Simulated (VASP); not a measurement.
Wanted: the native input for a VASP 6.6.1 run.

```yaml
Task: single point
Functional: PBE
Potentials_or_basis: VASP PAW PBE potentials, release 64 (Y_sv)
Cutoff: 520 eV
k_mesh: 4 × 4 × 4
Occupations: gaussian, width 0.1 eV
Spin: no spin polarisation
Dipole_correction: no
Further_INCAR_settings: ALGO = Normal; EDIFF = 1e-07; NBANDS = 30
```

The structure of Y lies in POSCAR:

```
Y
1.0
    2.7519234713     -4.6639999454      0.0000000000
    2.7519234713      4.6639999454      0.0000000000
    0.0000000000      0.0000000000      5.5111679974
Y
4
Direct
    0.1525000000      0.8475000000      0.0785000000
    0.6525000000      0.3475000000      0.4215000000
    0.8475000000      0.1525000000      0.9215000000
    0.3475000000      0.6525000000      0.5785000000
```

One way to write it, as run:

INCAR

```
PREC     = Accurate       # precision mode
ENCUT    = 520            # plane-wave cutoff, eV
EDIFF    = 1E-7           # SCF threshold, eV
ISMEAR   = 0              # smearing method
SIGMA    = 0.1            # smearing width, eV
LREAL    = False          # projectors in reciprocal space
LASPH    = True           # aspherical terms in the spheres
NELM     = 60             # most SCF steps
ALGO     = Normal         # electronic algorithm
ISIF     = 2              # what is computed and relaxed
LWAVE    = False          # write WAVECAR
LCHARG   = True           # write CHGCAR
GGA      = PE             # functional
LELF     = True           # ELF
LVHAR    = True         
NBANDS   = 30             # bands
```

KPOINTS

```
regular mesh
0
Gamma
  4 4 4
```

Potentials or basis: VASP PAW PBE potentials, release 64 (Y_sv).

Run with:

```bash
$ cat potpaw_PBE.64/Y_sv/POTCAR > POTCAR
$ mpirun -np 1 vasp_std > vasp.out
```

It gave:

| Quantity | Value |
| --- | --- |
| Pressure | 2.1 GPa |
| Largest force | 0.138 eV/Å |
| Band gap on the k mesh | zero (bands 22 and 23 overlap by 0.39 eV) |

It took 55 s on 1 thread of Intel(R) Xeon(R) 6975P-C (Granite Rapids), with other jobs on the host, peak memory 0.27 GiB.
